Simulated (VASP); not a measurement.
# C (P6_3/mmc) in VASP: settings compared

Aim: see how the results for C move with the level of theory and the settings. Levels: RPBE+D3(BJ), r2SCAN+D4. Tasks: single point.

All numbers are computed with VASP 6.6.1; they aren't measurements. Logs are shortened: lines on timing, memory, paths and dates and some standing lists are left out, and cuts for length are marked.

**1. The cell of the first run**

It takes space group P6_3/mmc (No. 194, hexagonal). Conventional cell: a = 2.572 Å, b = 2.572 Å, c = 8.399 Å, α = 90.00°, β = 90.00°, γ = 120.00°. C (site symmetry 3m) has 4 C at 1.57 Å within 2.1 Å. Within 2.1 Å of C (site symmetry 3m) lie 4 C at 1.57 Å.

**2. Single point, RPBE+D3(BJ)**

The input, INCAR:

```
  PREC = Accurate
  ENCUT = 520
  EDIFF = 1E-6
  ISMEAR = -1
  SIGMA = 0.05
  LREAL = F
  LASPH = T
  NELM = 60
  ALGO = Normal
  ISIF = 2
  LWAVE = F
  LCHARG = F
  GGA = RP
  IVDW = 12
  NBANDS = 26
```

The input, KPOINTS:

```
regular mesh
0
Gamma
  12 12 4
```

The input, POSCAR:

```
C
1.0
    2.5715654994      0.0000000000      0.0000000000
   -1.2857827497      2.2270410500      0.0000000000
    0.0000000000      0.0000000000      8.3986527796
C
8
Direct
    0.6666666667      0.3333333333      0.8437500000
    0.3333333333      0.6666666667      0.3437500000
    0.6666666667      0.3333333333      0.6562500000
    0.3333333333      0.6666666667      0.1562500000
    0.0000000000      0.0000000000      0.9062500000
    0.0000000000      0.0000000000      0.4062500000
    0.0000000000      0.0000000000      0.5937500000
    0.0000000000      0.0000000000      0.0937500000
```

Potentials or basis: VASP PAW PBE potentials, release 64 (C).

Run with:

```
$ cat potpaw_PBE.64/C/POTCAR > POTCAR
$ mpirun -np 1 vasp_std > vasp.out
```

OUTCAR:

```text
PREC = Accurate
   ENCUT = 520
   EDIFF = 1E-6
   ISMEAR = -1
   LREAL = F
   LASPH = T
   NELM = 60
   ISIF = 2
   GGA = RP
   IVDW = 12
 IVDW          = 12

 ion  position               nearest neighbor table
   1  0.667  0.333  0.844-   3 1.57   5 1.57   5 1.57   5 1.57
   2  0.333  0.667  0.344-   4 1.57   6 1.57   6 1.57   6 1.57
   3  0.667  0.333  0.656-   1 1.57   7 1.57   7 1.57   7 1.57
   4  0.333  0.667  0.156-   2 1.57   8 1.57   8 1.57   8 1.57
   5  0.000  0.000  0.906-   8 1.57   1 1.57   1 1.57   1 1.57
   6  0.000  0.000  0.406-   7 1.57   2 1.57   2 1.57   2 1.57
   7  0.000  0.000  0.594-   6 1.57   3 1.57   3 1.57   3 1.57
   8  0.000  0.000  0.094-   5 1.57   4 1.57   4 1.57   4 1.57

  LATTYP: Found a hexagonal cell.
 ALAT       =     2.5715654994
 C/A-ratio  =     3.2659688355

  Lattice vectors:

 A1 = (   2.5715654994,   0.0000000000,   0.0000000000)
 A2 = (  -1.2857827497,   2.2270410500,   0.0000000000)
 A3 = (   0.0000000000,   0.0000000000,   8.3986527796)

Analysis of symmetry for initial positions (statically):
=====================================================================
 Subroutine PRICEL returns:
 Original cell was already a primitive cell.

 Routine SETGRP: Setting up the symmetry group for a
 hexagonal supercell.

 Subroutine GETGRP returns: Found 24 space group operations
 (whereof 12 operations were pure point group operations)
 out of a pool of 24 trial point group operations.

The static configuration has the point symmetry D_3d.
 The point group associated with its full space group is D_6h.

Analysis of symmetry for dynamics (positions and initial velocities):
=====================================================================
 Subroutine PRICEL returns:
 Original cell was already a primitive cell.

 Routine SETGRP: Setting up the symmetry group for a
 hexagonal supercell.

 Subroutine GETGRP returns: Found 24 space group operations
 (whereof 12 operations were pure point group operations)
 out of a pool of 24 trial point group operations.

The dynamic configuration has the point symmetry D_3d.
 The point group associated with its full space group is D_6h.

 Subroutine INISYM returns: Found 24 space group operations
 (whereof 12 operations are pure point group operations),
 and found     1 'primitive' translations

----------------------------------------------------------------------------------------

                                     Primitive cell

  volume of cell :      48.0989

  direct lattice vectors                    reciprocal lattice vectors
     2.571565499  0.000000000  0.000000000     0.388868182  0.224513149  0.000000000
    -1.285782750  2.227041050  0.000000000     0.000000000  0.449026299  0.000000000
     0.000000000  0.000000000  8.398652780     0.000000000  0.000000000  0.119066715

  length of vectors
     2.571565499  2.571565499  8.398652780     0.449026299  0.449026299  0.119066715

  position of ions in fractional coordinates (direct lattice)
     0.666666667  0.333333333  0.843750000
     0.333333333  0.666666667  0.343750000
     0.666666667  0.333333333  0.656250000
     0.333333333  0.666666667  0.156250000
     0.000000000  0.000000000  0.906250000
     0.000000000  0.000000000  0.406250000
     0.000000000  0.000000000  0.593750000
     0.000000000  0.000000000  0.093750000

  ion indices of the primitive-cell ions
   primitive index   ion index
                 1           1
                 2           2
                 3           3
                 4           4
                 5           5
                 6           6
                 7           7
                 8           8

----------------------------------------------------------------------------------------

 KPOINTS: regular mesh

Automatic generation of k-mesh.
 Grid dimensions read from file:
 generate k-points for:   12   12    4

 Generating k-lattice:

  Cartesian coordinates                     Fractional coordinates (reciprocal lattice)
     0.032405682  0.018709429  0.000000000     0.083333333  0.000000000  0.000000000
     0.000000000  0.037418858  0.000000000     0.000000000  0.083333333  0.000000000
     0.000000000  0.000000000  0.029766679     0.000000000  0.000000000  0.250000000

  Length of vectors
     0.037418858  0.037418858  0.029766679

  Shift w.r.t. Gamma in fractional coordinates (k-lattice)
     0.000000000  0.000000000  0.000000000

 Subroutine IBZKPT returns following result:
 ===========================================

 Found     57 irreducible k-points:

 Following reciprocal coordinates:
            Coordinates               Weight
  0.000000  0.000000  0.000000      1.000000
  0.083333 -0.000000  0.000000      6.000000
  0.166667  0.000000  0.000000      6.000000
  0.250000  0.000000  0.000000      6.000000
  0.333333 -0.000000  0.000000      6.000000
  0.416667  0.000000  0.000000      6.000000
[... 16 lines left out ...]
  0.250000  0.000000  0.250000     12.000000
  0.333333 -0.000000  0.250000     12.000000
 [... further k-points ...]
   k-points           NKPTS =     57   k-points in BZ     NKDIM =     57   number of bands    NBANDS=     26
   number of dos      NEDOS =    301   number of ions     NIONS =      8
   total plane-waves  NPLWV =  25600
   dimension x,y,z NGX =    20 NGY =   20 NGZ =   64
   dimension x,y,z NGXF=    40 NGYF=   40 NGZF=  128
   ions per type =               8
   NGX,Y,Z   is equivalent  to a cutoff of  12.93, 12.93, 12.67 a.u.
   NGXF,Y,Z  is equivalent  to a cutoff of  25.86, 25.86, 25.34 a.u.
 SYSTEM =  unknown system
   PREC   = accura    normal or accurate (medium, high low for compatibility)
   ISTART =      0    job   : 0-new  1-cont  2-samecut
   ICHARG =      2    charge: 1-file 2-atom 10-const
   ISPIN  =      1    spin polarized calculation?
   LNONCOLLINEAR =      F non collinear calculations
   LSORBIT =      F    spin-orbit coupling
   LASPH  =      T    aspherical Exc in radial PAW
   ENCUT  =  520.0 eV  38.22 Ry    6.18 a.u.   4.78  4.78 15.62*2*pi/ulx,y,z
   NELM   =     60;   NELMIN=  2; NELMDL= -5     # of ELM steps
   EDIFF  = 0.1E-05   stopping-criterion for ELM
   LREAL  =      F    real-space projection
   EDIFFG = 0.1E-04   stopping-criterion for IOM
   NSW    =      0    number of steps for IOM
   IBRION =     -1    ionic relax: 0-MD 1-quasi-New 2-CG
   NFREE  =      0    steps in history (QN), initial steepest desc. (CG)
   ISIF   =      2    stress and relaxation
   ISYM   =      2    0-nonsym 1-usesym 2-fastsym
   POTIM  = 0.5000    time-step for ionic-motion
   TEBEG  =    0.0;   TEEND  =   0.0 temperature during run
   PSTRESS=    0.0 pullay stress
   NELECT =      32.0000    total number of electrons
   NUPDOWN=      -1.0000    fix difference up-down
   EMIN   =  10.00;   EMAX   =-10.00  energy-range for DOS
   EFERMI =   0.00;   METHOD = LEGACY
   ISMEAR =    -1;   SIGMA  =   0.05  broadening in eV -4-tet -1-fermi 0-gaus
   EFERMI_NEDOS =   21; number of points for ismear=-14 and -15
   IALGO  =     38    algorithm
   IMIX   =      4    mixing-type and parameters
     AMIX     =   0.40;   BMIX     =  1.00
     AMIX_MAG =   1.60;   BMIX_MAG =  1.00
  volume/ion in A,a.u.               =       6.01        40.57
  Fermi-wavevector in a.u.,A,eV,Ry     =   1.429156  2.700713 27.789726  2.042487
  Thomas-Fermi vector in A             =   2.549140
   LORBIT       =      0    0 simple, 1 ext, 2 COOP (PROOUT), +10 PAW based schemes
   GGA     = RP    functional components
   LHFCALC =     F    Hartree Fock is set to
   AEXX    =    0.0000 exact exchange contribution
   IVDW    =    12    specifies the selected vdW correction
   LEPSILON=     F    determine dielectric tensor
   LRPA    =     F    only Hartree local field effects (RPA)
 non-spin polarized calculation
  energy-cutoff  :      520.00
  volume of cell :       48.10
 maximum number of plane-waves:      1320
 NGX is ok and might be reduce to    20
   NGX =  9   NGY =  9   NGZ = 31

 number of electron      31.9999997 magnetization

 Free energy of the ion-electron system (eV)
  ---------------------------------------------------
  ext. energy  EPLUGINS =         0.00000000
  ---------------------------------------------------
  free energy    TOTEN  =       -68.76654415 eV

  energy without entropy =      -68.76654415  energy(sigma->0) =      -68.76654415

 E-fermi :  10.1363     XC(G=0): -12.8656

 val. band max:        9.1518070093   @ k =   0.0000   0.0000   0.0000
 cond. band min:      13.4291123177   @ k =   0.4167   0.0000   0.0000
 fundamental gap:      4.2773053084
 Fermi energy:        10.1363297162

 k-point     1 :       0.0000    0.0000    0.0000
  band No.  band energies     occupation
      1     -11.7730      2.00000
      2     -10.1461      2.00000
      3     -10.0983      2.00000
      4      -6.3074      2.00000
      5      -3.7612      2.00000
      6       2.6614      2.00000
[... 18 lines left out ...]
     25      16.8221      0.00000
     26      16.8453      0.00000

 k-point     2 :       0.0833   -0.0000    0.0000
  band No.  band energies     occupation
      1     -11.6090      2.00000
      2      -9.9856      2.00000
      3      -9.9369      2.00000
      4      -6.1596      2.00000
      5      -3.6152      2.00000
      6       2.7330      2.00000
[... 18 lines left out ...]
     25      17.2247      0.00000
     26      17.3571      0.00000

 k-point     3 :       0.1667    0.0000    0.0000
  band No.  band energies     occupation
      1     -11.1193      2.00000
      2      -9.5066      2.00000
      3      -9.4550      2.00000
      4      -5.7183      2.00000
      5      -3.1930      2.00000
      6       2.8335      2.00000
[... 572 lines left out ...]
 k-point    23 :       0.2500    0.0000    0.2500
  band No.  band energies     occupation
      1     -10.2085      2.00000
      2      -9.3937      2.00000
      3      -7.8031      2.00000
      4      -5.6583      2.00000
      5      -1.7839      2.00000
      6       0.9852      2.00000
[... 18 lines left out ...]
     25      19.0430      0.00000
     26      20.3031      0.00000

 k-point    24 :       0.3333   -0.0000    0.2500
  band No.  band energies     occupation
      1      -9.1013      2.00000
      2      -8.3020      2.00000
      3      -6.7484      2.00000
      4      -4.6723      2.00000
      5      -1.7925      2.00000
      6      -0.7361      2.00000
[... 18 lines left out ...]
     25      19.2110      0.00000
     26      20.9049      0.00000

 [... further k-points ...]

------------------------ aborting loop because EDIFF is reached ----------------------------------------

 Edisp (eV)   -4.36434

 E8    (eV) :    -1.9086

  FORCE on cell =-STRESS in cart. coord.  units (eV):
  Direction    XX          YY          ZZ          XY          YZ          ZX
  --------------------------------------------------------------------------------------
  -------------------------------------------------------------------------------------
  Total     -10.48263   -10.48263    -7.31458     0.00000     0.00000     0.00000
  in kB    -349.17697  -349.17697  -243.64889     0.00000     0.00000     0.00000
  external pressure =     -314.00 kB  Pullay stress =        0.00 kB

 VOLUME and BASIS-vectors are now :
 -----------------------------------------------------------------------------
  energy-cutoff  :      520.00
  volume of cell :       48.10
      direct lattice vectors                 reciprocal lattice vectors
     2.571565499  0.000000000  0.000000000     0.388868182  0.224513149  0.000000000
    -1.285782750  2.227041050  0.000000000     0.000000000  0.449026299  0.000000000
     0.000000000  0.000000000  8.398652780     0.000000000  0.000000000  0.119066715

 POSITION                                       TOTAL-FORCE (eV/Angst)
 -----------------------------------------------------------------------------------
      1.28578      0.74235      7.08636        -0.000000      0.000000      0.289012
     -0.00000      1.48469      2.88704         0.000000     -0.000000      0.289012
      1.28578      0.74235      5.51162        -0.000000      0.000000     -0.289012
     -0.00000      1.48469      1.31229         0.000000     -0.000000     -0.289012
      0.00000      0.00000      7.61128         0.000000     -0.000000      0.298958
      0.00000      0.00000      3.41195        -0.000000     -0.000000      0.298958
      0.00000      0.00000      4.98670         0.000000      0.000000     -0.298958
      0.00000      0.00000      0.78737        -0.000000      0.000000     -0.298958
 -----------------------------------------------------------------------------------
    total drift:                               -0.000000      0.000000      0.000000

  FREE ENERGIE OF THE ION-ELECTRON SYSTEM (eV)
  ---------------------------------------------------
  free  energy   TOTEN  =       -73.1308795973 eV

  energy  without entropy=      -73.1308795972  energy(sigma->0) =      -73.13087960
```

Wall time 85 s (1 thread of AMD EPYC 7R13, shared host); peak memory 0.18 GiB.

Results:

* Free energy: -73.1309 eV
* Pressure: -31.4 GPa
* Largest force: 0.299 eV/Å
* Band gap on the k mesh: 4.28 eV (least direct gap 5.06 eV)
* Dispersion energy per atom: -0.546 eV

Forces in eV/Å, atoms in the order of the input:
```
C    0.000  0.000  0.289
C    0.000  0.000  0.289
C    0.000  0.000 -0.289
C    0.000  0.000 -0.289
C    0.000  0.000  0.299
C    0.000  0.000  0.299
C    0.000  0.000 -0.299
C    0.000  0.000 -0.299
```

Caveat: the cell stands under tension; the PAW data sets were made with another functional, which shifts forces and pressure a little.

**3. Single point, r2SCAN+D4**

This run uses another cell than the first one, of 5.62 Å³/atom.

The input, POSCAR:

```
C
1.0
    2.5058965030      0.0000000000      0.0000000000
   -1.2529482515      2.1701700308      0.0000000000
    0.0000000000      0.0000000000      8.2671657678
C
8
Direct
    0.6666666667      0.3333333333      0.8444838551
    0.3333333333      0.6666666667      0.3444838551
    0.6666666667      0.3333333333      0.6555161449
    0.3333333333      0.6666666667      0.1555161449
    0.0000000000      0.0000000000      0.9070626587
    0.0000000000      0.0000000000      0.4070626587
    0.0000000000      0.0000000000      0.5929373413
    0.0000000000      0.0000000000      0.0929373413
```

The input, INCAR.step1:

```
  ALGO = Normal
  EDIFF = 1E-4
  ENCUT = 520
  GGA = PE
  ISMEAR = -1
  LASPH = T
  LCHARG = F
  LREAL = F
  LWAVE = T
  NBANDS = 26
  NELM = 100
  PREC = Accurate
  SIGMA = 0.05
```

The input, INCAR.step2:

```
  ALGO = Normal
  EDIFF = 1E-6
  ENCUT = 520
  ISIF = 2
  ISMEAR = -1
  ISTART = 1
  IVDW = 13
  LASPH = T
  LCHARG = F
  LMIXTAU = T
  LREAL = F
  LWAVE = F
  METAGGA = R2SCAN
  NBANDS = 26
  NELM = 100
  PREC = Accurate
  SIGMA = 0.05
  VDW_A1 = 0.51559235
  VDW_A2 = 5.77342911
  VDW_S6 = 1.0
  VDW_S8 = 0.6018749
```

The input, KPOINTS:

```
k-points
0
Gamma
  12 12 4
```

Potentials or basis: VASP PAW PBE potentials, release 64 (C).

Run with:

```
$ cat potpaw_PBE.64/C/POTCAR > POTCAR
$ cp INCAR.step1 INCAR
$ mpirun -np 1 vasp_std > vasp.out
$ cp INCAR.step2 INCAR
$ mpirun -np 1 vasp_std > vasp.out
```

It took 6.1 min on 1 thread of AMD EPYC 7R13, shared host; peak memory 0.16 GiB.

It converged, with:

```yaml
Free_energy: -79.2536 eV
Pressure: 1.1 GPa
Band_gap_on_the_k_mesh: 4.79 eV (least direct gap 5.55 eV)
Dispersion_energy_per_atom: -0.089 eV
```

Forces on the atoms (eV/Å):
```
C    0.000  0.000 -0.003
C    0.000  0.000 -0.003
C    0.000  0.000  0.003
C    0.000  0.000  0.003
C    0.000  0.000  0.002
C    0.000  0.000  0.002
C    0.000  0.000 -0.002
C    0.000  0.000 -0.002
```

Levels at points of the mesh, in eV from the valence-band top:
```
           k point  band 12  band 13  band 14  band 15  band 16  band 17  band 18  band 19  band 20  band 21
(0.00, 0.00, 0.00)    -1.86    -1.86    -0.24     0.00     0.00     5.55     5.55     5.74     7.50     7.50
(0.50, 0.00, 0.00)    -5.37    -5.27    -5.01    -3.93    -3.18     4.86     5.86     6.33     6.36     7.00
(0.00, 0.00, 0.50)    -2.82    -0.70    -0.70    -0.70    -0.70     6.38     6.38     6.38     6.38     7.09
(0.50, 0.00, 0.50)    -6.40    -5.05    -5.05    -3.92    -3.92     5.22     5.22     7.38     7.38     7.99
```

Caveat: the PAW data sets were made with another functional, which shifts forces and pressure a little.
